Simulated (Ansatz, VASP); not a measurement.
# NiO in VASP and in Ansatz

```
Ni O
1.0
     0.00000    2.08590    2.08590
     2.08590    0.00000    2.08590
     2.08590    2.08590    0.00000
Ni O
1 1
Direct
  0.00000 0.00000 0.00000
  0.50000 0.50000 0.50000
```

Alike in both runs: task relaxation of cell and atoms; functional LDA; k mesh 11 × 11 × 11; occupations fermi-dirac, width 0.05 eV; collinear spin.

|  | VASP | Ansatz |
| --- | --- | --- |
| version | VASP 6.6.1 | Ansatz 0.2.0 |
| potentials or method | VASP PAW LDA potentials, release 64 (Ni, O) | Ansatz PAW |
| plane-wave cutoff (eV) | 600 | 420 |
| valence electrons in the cell | 16 | 24 |

Ansatz gave:

```
gap on the k mesh at the Fermi level, each at its own relaxed structure (eV) : none
net moment per atom (μB)                                                     : 0.15
size of the moment on the site where the two differ most (μB)                : 0.25
relaxed volume (Å³/atom)                                                     : 8.27
relaxed cell length with the largest relative difference (Å)                 : 2.860
```

**Question.** Estimate VASP's values.

**Answer.** gap on the k mesh at the Fermi level, each at its own relaxed structure (eV): none; net moment per atom (μB): 0.14; size of the moment on the site where the two differ most (μB): 0.23; relaxed volume (Å³/atom): 8.26; relaxed cell length with the largest relative difference (Å): 2.859.

LDA's correlation is that of Perdew and Zunger in VASP and of Perdew and Wang (1992) in Ansatz. Site moments also hang on the region over which each program counts them. A gap of «none» marks a metal or a gap that the smearing closes. VASP's potentials hold 16 valence electrons a cell and Ansatz's 24, so a difference there can come from the potentials and not from the codes.

Noted on Ansatz's run: Pulay correction over one GPa; the plane-wave basis is chosen anew once the cell has moved, so the energies of steps on either side of that aren't comparable.
